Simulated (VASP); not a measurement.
# Al2Ga3P5 in VASP: further runs

Runs on Al2Ga3P5. Level: PBE. Tasks: single point.

Everything below comes from runs of VASP 6.6.1. Logs are shortened: lines on timing, memory, paths and dates and some standing lists are left out, and cuts for length are marked.

**1. The cell of the first run**

The structure is tetragonal, space group I-4m2 (No. 119). Conventional cell: a = 3.894 Å, b = 3.894 Å, c = 27.534 Å, α = 90.00°, β = 90.00°, γ = 90.00°. Within 3.1 Å of Al (site symmetry 2mm) lie 4 P at 2.38 Å. Within 3.2 Å of Ga (site symmetry 2mm) lie 4 P at 2.38 to 2.39 Å. Within 3.1 Å of Ga (site symmetry -4m2) lie 4 P at 2.38 Å. P (site symmetry 2mm) has 4 Ga at 2.38 Å within 3.1 Å. P (site symmetry 2mm) has 2 Al at 2.38 Å and 2 Ga at 2.39 Å within 3.1 Å. P (site symmetry -4m2) has 4 Al at 2.38 Å within 3.1 Å.

**2. Single point, PBE**

Input file INCAR:

```
SYSTEM = Al2Ga3P5
ALGO = Normal
EDIFF = 1E-6
ENCUT = 500
GGA = PE
GGA_COMPAT = .False.
ISIF = 2
ISMEAR = 0
LASPH = .True.
LCHARG = .False.
LREAL = .False.
LWAVE = .False.
NBANDS = 46
NELM = 120
PREC = Accurate
SIGMA = 0.1
```

Input file KPOINTS:

```
k-points
0
Gamma
  4 4 4
  0 0 0
```

Input file POSCAR:

```
Al2Ga3P5
1.0
    0.0000000000     -3.8940389113      0.0000000000
    3.8940389113      0.0000000000      0.0000000000
   -1.9470194556      1.9470194556     13.7670424174
Al Ga P
2 3 5
Direct
    0.7999981338      0.7999981338      0.5999962677
    0.2000018662      0.2000018662      0.4000037323
    0.5999854754      0.5999854754      0.1999709509
    0.0000000000      0.0000000000      0.0000000000
    0.4000145246      0.4000145246      0.8000290491
    0.9500202612      0.4500202612      0.9000405223
    0.3497929885      0.8497929885      0.6995859770
    0.7500000000      0.2500000000      0.5000000000
    0.1502070115      0.6502070115      0.3004140230
    0.5499797388      0.0499797388      0.0999594777
```

Potentials or basis: VASP PAW PBE potentials, release 64 (Al, Ga_d, P).

Run with:

```console
cat potpaw_PBE.64/Al/POTCAR potpaw_PBE.64/Ga_d/POTCAR potpaw_PBE.64/P/POTCAR > POTCAR
mpirun -np 1 vasp_std > vasp.out
```

OUTCAR:

```text
SYSTEM = Al2Ga3P5
   EDIFF = 1E-6
   ENCUT = 500
   GGA = PE
   ISIF = 2
   ISMEAR = 0
   LASPH = .True.
   LREAL = .False.
   NELM = 120
   PREC = Accurate

 ion  position               nearest neighbor table
   1  0.800  0.800  0.600-   7 2.38   7 2.38   8 2.38   8 2.38
   2  0.200  0.200  0.400-   9 2.38   9 2.38   8 2.38   8 2.38
   3  0.600  0.600  0.200-  10 2.38  10 2.38   9 2.39   9 2.39
   4  0.000  0.000  0.000-  10 2.38   6 2.38  10 2.38   6 2.38
   5  0.400  0.400  0.800-   6 2.38   6 2.38   7 2.39   7 2.39
   6  0.950  0.450  0.900-   4 2.38   4 2.38   5 2.38   5 2.38
   7  0.350  0.850  0.700-   1 2.38   1 2.38   5 2.39   5 2.39
   8  0.750  0.250  0.500-   1 2.38   2 2.38   2 2.38   1 2.38
   9  0.150  0.650  0.300-   2 2.38   2 2.38   3 2.39   3 2.39
  10  0.550  0.050  0.100-   4 2.38   4 2.38   3 2.38   3 2.38

  LATTYP: Found a body centered tetragonal cell.
 ALAT       =     3.8940389113
 C/A-ratio  =     7.0708294041

  Lattice vectors:

 A1 = (  -1.9470194557,  -1.9470194556, -13.7670424174)
 A2 = (   1.9470194556,   1.9470194557, -13.7670424174)
 A3 = (   1.9470194557,  -1.9470194557,  13.7670424174)

Analysis of symmetry for initial positions (statically):
=====================================================================
 Subroutine PRICEL returns:
 Original cell was already a primitive cell.

 Routine SETGRP: Setting up the symmetry group for a
 body centered tetragonal supercell.

 Subroutine GETGRP returns: Found  8 space group operations
 (whereof  8 operations were pure point group operations)
 out of a pool of 16 trial point group operations.

The static configuration has the point symmetry D_2d.

Analysis of symmetry for dynamics (positions and initial velocities):
=====================================================================
 Subroutine PRICEL returns:
 Original cell was already a primitive cell.

 Routine SETGRP: Setting up the symmetry group for a
 body centered tetragonal supercell.

 Subroutine GETGRP returns: Found  8 space group operations
 (whereof  8 operations were pure point group operations)
 out of a pool of 16 trial point group operations.

The dynamic configuration has the point symmetry D_2d.

 Subroutine INISYM returns: Found  8 space group operations
 (whereof  8 operations are pure point group operations),
 and found     1 'primitive' translations

[... 103 lines left out ...]
   NFREE  =      0    steps in history (QN), initial steepest desc. (CG)
   ISIF   =      2    stress and relaxation
   ISYM   =      2    0-nonsym 1-usesym 2-fastsym
   POTIM  = 0.5000    time-step for ionic-motion
   TEBEG  =    0.0;   TEEND  =   0.0 temperature during run
   PSTRESS=    0.0 pullay stress
   NELECT =      70.0000    total number of electrons
   NUPDOWN=      -1.0000    fix difference up-down
   EMIN   =  10.00;   EMAX   =-10.00  energy-range for DOS
   EFERMI =   0.00;   METHOD = LEGACY
   ISMEAR =     0;   SIGMA  =   0.10  broadening in eV -4-tet -1-fermi 0-gaus
   EFERMI_NEDOS =   21; number of points for ismear=-14 and -15
   IALGO  =     38    algorithm
   IMIX   =      4    mixing-type and parameters
     AMIX     =   0.40;   BMIX     =  1.00
     AMIX_MAG =   1.60;   BMIX_MAG =  1.00
  volume/ion in A,a.u.               =      20.88       140.88
  Fermi-wavevector in a.u.,A,eV,Ry     =   1.137349  2.149278 17.599991  1.293563
  Thomas-Fermi vector in A             =   2.274054
   LORBIT       =      0    0 simple, 1 ext, 2 COOP (PROOUT), +10 PAW based schemes
   GGA     = PE    functional components
   LHFCALC =     F    Hartree Fock is set to
   AEXX    =    0.0000 exact exchange contribution
   IVDW    =     0    specifies the selected vdW correction
   LEPSILON=     F    determine dielectric tensor
   LRPA    =     F    only Hartree local field effects (RPA)
 non-spin polarized calculation
 Gauss-broadening in eV      SIGMA  =   0.10
  energy-cutoff  :      500.00
  volume of cell :      208.76
 maximum number of plane-waves:      5317
   NGX = 15   NGY = 15   NGZ = 51

 number of electron      70.0000011 magnetization

 Free energy of the ion-electron system (eV)
  ---------------------------------------------------
  ext. energy  EPLUGINS =         0.00000000
  ---------------------------------------------------
  free energy    TOTEN  =       -47.92944476 eV

  energy without entropy =      -47.92944476  energy(sigma->0) =      -47.92944476

 E-fermi :   4.8601     XC(G=0):  -9.4535

 val. band max:        4.3752154888   @ k =   0.0000   0.0000   0.0000
 cond. band min:       5.9381272249   @ k =   0.0000   0.0000   0.0000
 fundamental gap:      1.5629117360
 Fermi energy:         4.8600793682

 k-point     1 :       0.0000    0.0000    0.0000
  band No.  band energies     occupation
      1     -10.0691      2.00000
      2     -10.0426      2.00000
      3      -9.9932      2.00000
      4      -9.9745      2.00000
      5      -9.9745      2.00000
      6      -9.9616      2.00000
[... 626 lines left out ...]
     45       8.1553      0.00000
     46       8.9687      0.00000

------------------------ aborting loop because EDIFF is reached ----------------------------------------

  FORCE on cell =-STRESS in cart. coord.  units (eV):
  Direction    XX          YY          ZZ          XY          YZ          ZX
  --------------------------------------------------------------------------------------
  -------------------------------------------------------------------------------------
  Total        0.4910618      0.4910618     -0.6677136      0.0000000      0.0000000     -0.0000000
  in kB        3.7688208      3.7688208     -5.1245952      0.0000000      0.0000000     -0.0000000
  external PRESSURE =       0.8043488 kB  Pullay stress =       0.0000000 kB

 VOLUME and BASIS-vectors are now :
 -----------------------------------------------------------------------------
  energy-cutoff  :      500.00
  volume of cell :      208.76
      direct lattice vectors                 reciprocal lattice vectors
     0.000000000 -3.894038911  0.000000000     0.000000000 -0.256802775  0.036318621
     3.894038911  0.000000000  0.000000000     0.256802775  0.000000000  0.036318621
    -1.947019456  1.947019456 13.767042417     0.000000000  0.000000000  0.072637243

 POSITION                                       TOTAL-FORCE (eV/Angst)
 -----------------------------------------------------------------------------------
      1.94702     -1.94702      8.26017         0.000000     -0.000000      0.004855
      0.00000     -0.00000      5.50687        -0.000000      0.000000     -0.004855
      1.94702     -1.94702      2.75301        -0.000000      0.000000     -0.006932
      0.00000      0.00000      0.00000         0.000000      0.000000      0.000000
      0.00000     -0.00000     11.01403         0.000000     -0.000000      0.006932
      0.00000     -1.94702     12.39090         0.000000     -0.000000      0.000509
      1.94702     -0.00000      9.63123        -0.000000      0.000000     -0.018019
      0.00000     -1.94702      6.88352         0.000000      0.000000      0.000000
      1.94702     -0.00000      4.13581         0.000000     -0.000000      0.018019
     -0.00000     -1.94702      1.37615        -0.000000      0.000000     -0.000509
 -----------------------------------------------------------------------------------
    total drift:                                0.000009      0.000009      0.000000

  FREE ENERGIE OF THE ION-ELECTRON SYSTEM (eV)
  ---------------------------------------------------
  free  energy   TOTEN  =       -47.9294447583 eV

  energy  without entropy=      -47.9294447583  energy(sigma->0) =      -47.92944476
```

OSZICAR:

```text
N       E                     dE             d eps       ncg     rms          rms(c)
DAV:   1     0.550061866082E+03    0.55006E+03   -0.29749E+04  1298   0.182E+03
DAV:   2     0.372117602615E+02   -0.51285E+03   -0.48980E+03  1354   0.501E+02
DAV:   3    -0.444196517263E+02   -0.81631E+02   -0.79579E+02  1406   0.147E+02
DAV:   4    -0.493323043663E+02   -0.49127E+01   -0.48815E+01  1618   0.373E+01
DAV:   5    -0.494500562575E+02   -0.11775E+00   -0.11745E+00  1612   0.572E+00    0.960E+00
DAV:   6    -0.480642125786E+02    0.13858E+01   -0.25422E+00  1706   0.139E+01    0.591E+00
DAV:   7    -0.479356721593E+02    0.12854E+00   -0.15894E+00  1444   0.445E+00    0.228E+00
DAV:   8    -0.479276552302E+02    0.80169E-02   -0.21717E-01  1544   0.418E+00    0.530E-01
DAV:   9    -0.479285302636E+02   -0.87503E-03   -0.23561E-02  1624   0.185E+00    0.137E-01
DAV:  10    -0.479290296441E+02   -0.49938E-03   -0.31806E-03  1552   0.544E-01    0.736E-02
DAV:  11    -0.479294029099E+02   -0.37327E-03   -0.68644E-04  1528   0.242E-01    0.302E-02
DAV:  12    -0.479294287518E+02   -0.25842E-04   -0.88274E-05  1548   0.128E-01    0.196E-02
DAV:  13    -0.479294441462E+02   -0.15394E-04   -0.34990E-05  1472   0.495E-02    0.856E-03
DAV:  14    -0.479294447583E+02   -0.61210E-06   -0.56681E-06  1484   0.296E-02
   1 F= -.47929445E+02 E0= -.47929445E+02  d E =-.113652E-12
```

stdout:

```text
POSCAR found type information on POSCAR AlGaP
 POSCAR found :  3 types and      10 ions
 scaLAPACK will be used
 LDA part: xc-table for (Slater+PW92), standard interpolation
 POSCAR, INCAR and KPOINTS ok, starting setup
 FFT: planning ... GRIDC
 FFT: planning ... GRID_SOFT
 FFT: planning ... GRID
 WAVECAR not read
 entering main loop
```

It took 2.3 min on 1 thread of Intel Xeon Platinum 8259CL at 2.50GHz (Skylake/Cascade Lake), shared host; peak memory 0.32 GiB.

Results:

```
Free energy            : -47.9294 eV
Pressure               : 0.1 GPa
Largest force          : 0.018 eV/Å
Band gap on the k mesh : 1.56 eV
```

Forces on the atoms (eV/Å):
```
Al   0.000  0.000  0.005
Al   0.000  0.000 -0.005
Ga   0.000  0.000 -0.007
Ga   0.000  0.000  0.000
Ga   0.000  0.000  0.007
P    0.000  0.000  0.001
P    0.000  0.000 -0.018
P    0.000  0.000  0.000
P    0.000  0.000  0.018
P    0.000  0.000 -0.001
```

Stress tensor (GPa, compression positive):
```
 0.38  0.00  0.00
 0.00  0.38  0.00
 0.00  0.00 -0.51
```

Levels at points of the mesh, in eV from the valence-band top:
| k point | band 33 | band 34 | band 35 | band 36 | band 37 | band 38 |
| --- | --- | --- | --- | --- | --- | --- |
| (0.00, 0.00, 0.00) | -0.02 | 0.00 | 0.00 | 1.56 | 1.91 | 2.05 |
| (0.50, 0.00, 0.00) | -0.96 | -0.94 | -0.93 | 1.93 | 2.51 | 2.74 |
| (0.50, 0.50, 0.00) | -2.64 | -2.39 | -2.38 | 1.62 | 2.02 | 2.19 |
| (0.00, 0.00, 0.50) | -0.52 | -0.27 | -0.27 | 1.61 | 1.97 | 2.10 |

A k mesh can miss the band edges.

[end of part 1 of 3]
